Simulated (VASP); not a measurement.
Crystal: CdS (zincblende type).

```
Cd S
1.0
     0.00000    2.48054    2.48054
     2.48054    0.00000    2.48054
     2.48054    2.48054    0.00000
Cd S
1 1
Direct
  0.00000 0.00000 0.00000
  0.25000 0.25000 0.25000
```

Base run:

- Program: VASP 6.6.1
- Functional: LDA
- Potentials or basis: VASP PAW LDA potentials, release 64 (Cd, S)
- Cutoff: 520 eV
- k mesh: 11 × 11 × 11
- Occupations: fermi-dirac, width 0.08 eV
- Spin: no spin polarisation

Its results: band gap on the k mesh 1.67 eV; pressure 87.5 GPa.

Task: The run is repeated on the same cell with these changes: k mesh from 11 × 11 × 11, through Γ to 11 × 11 × 11, shifted; further incar settings from ALGO = Normal; EDIFF = 1e-07; NBANDS = 16 to ALGO = Normal; EDIFF = 1e-06; NBANDS = 16; ISYM = 0. What comes out?

Result: Band gap on the k mesh 1.90 eV; pressure 87.4 GPa.

Caveats: the cell stands under pressure; a shifted mesh leaves out Γ, where band edges can lie (at least some runs).

A k mesh can miss the band edges.
